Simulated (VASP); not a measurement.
# Al4Co (R-3c) in VASP: further runs, part 2 of 2

VASP 6.6.1. The steps go on from the part before.

**3. Single point, PBE**

INCAR

```
ALGO     = Fast           # electronic algorithm
EDIFF    = 1E-7           # SCF threshold, eV
ENCUT    = 520            # plane-wave cutoff, eV
GGA      = PE             # functional
ISIF     = 2              # what is computed and relaxed
ISMEAR   = 0              # smearing method
LASPH    = T              # aspherical terms in the spheres
LCHARG   = F              # write CHGCAR
LREAL    = F              # projectors in reciprocal space
LWAVE    = F              # write WAVECAR
NBANDS   = 32             # bands
NELM     = 60             # most SCF steps
PREC     = Accurate       # precision mode
SIGMA    = 0.2            # smearing width, eV
```

KPOINTS

```
k-points
0
Gamma
  6 6 6
```

POSCAR

```
Al4Co
1.0
    3.6447518270      2.1042984484      3.3661813886
   -3.6447518270      2.1042984484      3.3661813886
    0.0000000000     -4.2085968969      3.3661813886
Al Co
8 2
Direct
    0.2500000000      0.2500000000      0.2500000000
    0.7500000000      0.7500000000      0.7500000000
    0.6339477868      0.8660522132      0.2500000000
    0.2500000000      0.6339477868      0.8660522132
    0.8660522132      0.2500000000      0.6339477868
    0.3660522132      0.1339477868      0.7500000000
    0.7500000000      0.3660522132      0.1339477868
    0.1339477868      0.7500000000      0.3660522132
    0.0000000000      0.0000000000      0.0000000000
    0.5000000000      0.5000000000      0.5000000000
```

Potentials or basis: VASP PAW PBE potentials, release 64 (Al, Co).

Command:

```bash
> cat potpaw_PBE.64/Al/POTCAR potpaw_PBE.64/Co/POTCAR > POTCAR
> mpirun -np 1 vasp_std > vasp.out
```

OUTCAR:

```text
EDIFF = 1E-7
   ENCUT = 520
   GGA = PE
   ISIF = 2
   ISMEAR = 0
   LASPH = T
   LREAL = F
   NELM = 60
   PREC = Accurate

 ion  position               nearest neighbor table
   1  0.250  0.250  0.250-   9 2.52  10 2.52   4 2.80   5 2.80   3 2.80   7 2.82   8 2.82   8 2.82
                             7 2.82   6 2.82   6 2.82
   2  0.750  0.750  0.750-   9 2.52  10 2.52   7 2.80   8 2.80   6 2.80   5 2.82   4 2.82   5 2.82
                             4 2.82   3 2.82   3 2.82
   3  0.634  0.866  0.250-   9 2.42  10 2.42   1 2.80   7 2.82   8 2.82   7 2.82   8 2.82   2 2.82
                             2 2.82   6 3.33   6 3.33
   4  0.250  0.634  0.866-  10 2.42   9 2.42   1 2.80   2 2.82   6 2.82   6 2.82   2 2.82   8 2.82
                             8 2.82   7 3.33   7 3.33
   5  0.866  0.250  0.634-   9 2.42  10 2.42   1 2.80   2 2.82   6 2.82   2 2.82   6 2.82   7 2.82
                             7 2.82   8 3.33   8 3.33
   6  0.366  0.134  0.750-   9 2.42  10 2.42   2 2.80   5 2.82   4 2.82   4 2.82   5 2.82   1 2.82
                             1 2.82   3 3.33   3 3.33
   7  0.750  0.366  0.134-  10 2.42   9 2.42   2 2.80   3 2.82   1 2.82   1 2.82   3 2.82   5 2.82
                             5 2.82   4 3.33   4 3.33
   8  0.134  0.750  0.366-   9 2.42  10 2.42   2 2.80   1 2.82   3 2.82   1 2.82   3 2.82   4 2.82
                             4 2.82   5 3.33   5 3.33
   9  0.000  0.000  0.000-   3 2.42   6 2.42   5 2.42   8 2.42   7 2.42   4 2.42   1 2.52   2 2.52

  10  0.500  0.500  0.500-   3 2.42   6 2.42   4 2.42   7 2.42   5 2.42   8 2.42   1 2.52   2 2.52

  LATTYP: Found a trigonal (rhomboedric) cell.
 ALAT       =     5.3891989183
 COS(alpha) =     0.0852182487

  Lattice vectors:

 A1 = (   3.6447518270,   2.1042984484,   3.3661813886)
 A2 = (  -3.6447518270,   2.1042984484,   3.3661813886)
 A3 = (   0.0000000000,  -4.2085968969,   3.3661813886)

Analysis of symmetry for initial positions (statically):
=====================================================================
 Subroutine PRICEL returns:
 Original cell was already a primitive cell.

 Routine SETGRP: Setting up the symmetry group for a
 trigonal (rhombohedral) supercell.

 Subroutine GETGRP returns: Found 12 space group operations
[... 168 lines left out ...]
 Gauss-broadening in eV      SIGMA  =   0.20
  energy-cutoff  :      520.00
  volume of cell :      154.90
 maximum number of plane-waves:      4200
   NGX = 21   NGY = 21   NGZ = 21

 number of electron      41.9999982 magnetization

 Free energy of the ion-electron system (eV)
  ---------------------------------------------------
  ext. energy  EPLUGINS =         0.00000000
  ---------------------------------------------------
  free energy    TOTEN  =       -45.81214583 eV

  energy without entropy =      -45.70812360  energy(sigma->0) =      -45.76013471

 E-fermi :   8.0068     XC(G=0): -10.5592

 val. band max:        8.0009114279   @ k =   0.3333   0.3333   0.0000
 cond. band min:       8.0183301005   @ k =   0.5000   0.1667  -0.0000
 fundamental gap:      0.0174186726
 Fermi energy:         8.0067969448

 k-point     1 :       0.0000    0.0000    0.0000
  band No.  band energies     occupation
      1      -2.5732      2.00000
      2       2.1679      2.00000
      3       2.3327      2.00000
      4       2.3327      2.00000
      5       2.3907      2.00000
      6       2.3907      2.00000
[... 829 lines left out ...]
     31      12.5550      0.00000
     32      12.6726      0.00000

 [... further k-points ...]

------------------------ aborting loop because EDIFF is reached ----------------------------------------

  FORCE on cell =-STRESS in cart. coord.  units (eV):
  Direction    XX          YY          ZZ          XY          YZ          ZX
  --------------------------------------------------------------------------------------
  -------------------------------------------------------------------------------------
  Total       -0.0494920     -0.0494920     -0.1181484      0.0000000      0.0000000     -0.0000000
  in kB       -0.5118959     -0.5118959     -1.2220086      0.0000000      0.0000000     -0.0000000
  external PRESSURE =      -0.7486002 kB  Pullay stress =       0.0000000 kB

 VOLUME and BASIS-vectors are now :
 -----------------------------------------------------------------------------
  energy-cutoff  :      520.00
  volume of cell :      154.90
      direct lattice vectors                 reciprocal lattice vectors
     3.644751827  2.104298448  3.366181389     0.137183552  0.079202960  0.099024175
    -3.644751827  2.104298448  3.366181389    -0.137183552  0.079202960  0.099024175
     0.000000000 -4.208596897  3.366181389     0.000000000 -0.158405921  0.099024175

 POSITION                                       TOTAL-FORCE (eV/Angst)
 -----------------------------------------------------------------------------------
      0.00000     -0.00000      2.52464         0.000000      0.000000     -0.000000
      0.00000     -0.00000      7.57391         0.000000      0.000000     -0.000000
     -0.84596      2.10430      5.89082        -0.005933     -0.000000      0.000000
     -1.39939     -1.78477      5.89082         0.002967     -0.005138     -0.000000
      2.24536     -0.31952      5.89082         0.002967      0.005138     -0.000000
      0.84596     -2.10430      4.20773         0.005933     -0.000000      0.000000
      1.39939      1.78477      4.20773        -0.002967      0.005138     -0.000000
     -2.24536      0.31952      4.20773        -0.002967     -0.005138     -0.000000
      0.00000      0.00000      0.00000         0.000000      0.000000     -0.000000
      0.00000     -0.00000      5.04927         0.000000     -0.000000     -0.000000
 -----------------------------------------------------------------------------------
    total drift:                                0.000000      0.000000     -0.000000

  FREE ENERGIE OF THE ION-ELECTRON SYSTEM (eV)
  ---------------------------------------------------
  free  energy   TOTEN  =       -45.8121458276 eV

  energy  without entropy=      -45.7081235962  energy(sigma->0) =      -45.76013471
```

OSZICAR:

```text
N       E                     dE             d eps       ncg     rms          rms(c)
DAV:   1     0.180817579686E+03    0.18082E+03   -0.15671E+04  2048   0.117E+03
DAV:   2    -0.351061114516E+02   -0.21592E+03   -0.20295E+03  2080   0.243E+02
[... 11 lines left out ...]
RMM:  14    -0.458121514607E+02    0.30722E-03   -0.10752E-03  2306   0.199E-01    0.680E-02
RMM:  15    -0.458121801078E+02   -0.28647E-04   -0.31514E-04  2799   0.935E-02    0.643E-02
RMM:  16    -0.458121621555E+02    0.17952E-04   -0.45925E-05  2578   0.395E-02    0.426E-02
RMM:  17    -0.458121543104E+02    0.78451E-05   -0.18291E-05  2588   0.185E-02    0.298E-02
RMM:  18    -0.458121462273E+02    0.80830E-05   -0.92288E-06  2433   0.166E-02    0.932E-03
RMM:  19    -0.458121457509E+02    0.47646E-06   -0.34155E-06  2361   0.762E-03    0.403E-03
RMM:  20    -0.458121458276E+02   -0.76699E-07   -0.79486E-07  2052   0.449E-03
   1 F= -.45812146E+02 E0= -.45760135E+02  d E =-.104022E+00
```

stdout:

```text
POSCAR found type information on POSCAR AlCo
 POSCAR found :  2 types and      10 ions
 scaLAPACK will be used
 LDA part: xc-table for (Slater+PW92), standard interpolation
 POSCAR, INCAR and KPOINTS ok, starting setup
 FFT: planning ... GRIDC
 FFT: planning ... GRID_SOFT
 FFT: planning ... GRID
 WAVECAR not read
 entering main loop
```

Wall time 2.5 min (1 thread of AMD EPYC 7R13 (Zen 3), shared host); peak memory 0.28 GiB.

Results:

```
Free energy            : -45.8121 eV
Pressure               : -0.1 GPa
Largest force          : 0.006 eV/Å
Band gap on the k mesh : zero (bands 21 and 22 overlap by 2.28 eV)
```

Forces in eV/Å, atoms in the order of the input:
```
Al   0.000  0.000  0.000
Al   0.000  0.000  0.000
Al  -0.006  0.000  0.000
Al   0.003 -0.005  0.000
Al   0.003  0.005  0.000
Al   0.006  0.000  0.000
Al  -0.003  0.005  0.000
Al  -0.003 -0.005  0.000
Co   0.000  0.000  0.000
Co   0.000  0.000  0.000
```

Caveat: the run has no spin polarisation, though such a crystal can be magnetic. Spin polarisation is off, so any magnetic state and its effect on volume and gap are missing.

**4. Single point, PBE, collinear spin, ferromagnetic start**

This run uses another cell than the first one, of 15.56 Å³/atom.

INCAR

```
SYSTEM = Al4Co
ALGO     = Normal         ! electronic algorithm
EDIFF    = 1E-7           ! SCF threshold, eV
ENCUT    = 520            ! plane-wave cutoff, eV
GGA      = PE             ! functional
ISIF     = 2              ! what is computed and relaxed
ISMEAR   = 0              ! smearing method
ISPIN    = 2              ! spin polarisation
LASPH    = .TRUE.         ! aspherical terms in the spheres
LCHARG   = .TRUE.         ! write CHGCAR
LELF     = .TRUE.         ! ELF
LMAXMIX  = 4              ! l up to which the mixer works
LORBIT   = 11             ! projections on sites
LREAL    = .FALSE.        ! projectors in reciprocal space
LVHAR    = .TRUE.       
LWAVE    = .FALSE.        ! write WAVECAR
MAGMOM   = 0 0 0 0 0 0 0 0 3 3 ! initial moments
NBANDS   = 36             ! bands
NELM     = 150            ! most SCF steps
PREC     = Accurate       ! precision mode
SIGMA    = 0.2            ! smearing width, eV
```

KPOINTS

```
k-points
0
G
  3 3 3
  0 0 0
```

POSCAR

```
Al4Co
1.0
    3.6389659266      2.1009579586      3.3910433495
   -3.6389659266      2.1009579586      3.3910433495
    0.0000000000     -4.2019159132      3.3910433520
Al Co
8 2
Direct
    0.2500000000      0.2500000000      0.2500000000
    0.7500000000      0.7500000000      0.7500000000
    0.6354420617      0.8645579383      0.2500000000
    0.2500000000      0.6354420617      0.8645579383
    0.8645579383      0.2500000000      0.6354420617
    0.3645579383      0.1354420617      0.7500000000
    0.7500000000      0.3645579383      0.1354420617
    0.1354420617      0.7500000000      0.3645579383
    0.0000000000      0.0000000000      0.0000000000
    0.5000000000      0.5000000000      0.5000000000
```

Command:

```bash
> cat potpaw_PBE.64/Al/POTCAR potpaw_PBE.64/Co/POTCAR > POTCAR
> mpirun -np 1 vasp_std > vasp.out
```

Run time: 74 s. Hardware: 1 thread of AMD EPYC 7R13 (Zen 3), shared host; peak memory 0.27 GiB.

The run converged. Its results:

```
Free energy                                           : -45.5533 eV
Pressure                                              : 0.0 GPa
Largest force                                         : 0.012 eV/Å
Band gap on the k mesh                                : zero (filled and empty bands overlap)
Net moment                                            : 0.00 μB per cell
Valence electrons inside the program's atomic spheres : Al 0.81, 0.78 (each value once); Co 8.49
```

Forces in eV/Å, atoms in the order of the input:
```
Al   0.000  0.000  0.000
Al   0.000  0.000  0.000
Al  -0.012  0.000  0.000
Al   0.006 -0.011  0.000
Al   0.006  0.011  0.000
Al   0.012  0.000  0.000
Al  -0.006  0.011  0.000
Al  -0.006 -0.011  0.000
Co   0.000  0.000  0.000
Co   0.000  0.000  0.000
```

Stress tensor (GPa, compression positive):
```
 0.19  0.00  0.00
 0.00  0.19  0.00
 0.00  0.00 -0.44
```

Levels at points of the mesh, in eV from the Fermi level:
Spin up:
| k point | band 18 | band 19 | band 20 | band 21 | band 22 | band 23 | band 24 | band 25 | band 26 | band 27 |
| --- | --- | --- | --- | --- | --- | --- | --- | --- | --- | --- |
| (0.00, 0.00, 0.00) | -1.66 | -0.61 | -0.61 | -0.18 | -0.18 | 0.52 | 1.06 | 1.06 | 1.12 | 1.78 |
Spin down:
| k point | band 19 | band 20 | band 21 | band 22 | band 23 | band 24 | band 25 | band 26 |
| --- | --- | --- | --- | --- | --- | --- | --- | --- |
| (0.00, 0.00, 0.00) | -0.61 | -0.61 | -0.18 | -0.18 | 0.52 | 1.06 | 1.06 | 1.12 |

Caveat: the k points lie up to 0.39 Å⁻¹ apart, too coarse for converged energies and pressures of a metal.
